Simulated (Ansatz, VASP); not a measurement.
# Si2N: VASP beside Ansatz

```
Si N
1.0
     2.14788   -3.71469    0.00000
     2.14788    3.71469    0.00000
     0.00000    0.00000    2.61998
Si N
2 1
Direct
  0.32079 0.67921 0.50000
  0.67921 0.32079 0.50000
  0.50000 0.50000 0.00000
```

Change from the starting cell: species swapped into the CsO2 type (Cmmm, No. 65).

Alike in both runs: functional PBE; k mesh 12 × 12 × 18; occupations gaussian, width 0.1 eV; no spin polarisation.

Ansatz relaxed the structure, and its values are those at the end. VASP's run is a single point on that final structure, the one shown.

|  | VASP | Ansatz |
| --- | --- | --- |
| version | VASP 6.6.1 | Ansatz 0.2.0 |
| potentials or method | VASP PAW PBE potentials, release 64 (Si, N), cutoff 520 eV | scalar-relativistic, plane waves, PAW |
| valence electrons in the cell | 13 | 13 |

```tsv
	VASP	Ansatz	Ansatz less VASP
gap on the k mesh at the Fermi level (eV)	none	none	-
pressure (GPa)	-0.1	0.0	+0.12
rms of the force components (eV/Å)	0.005	0.000	-0.0050
```

A gap of «none» marks a metal or a gap that the smearing closes. With one functional, cell and mesh, what is left measures potentials, basis and numerics.
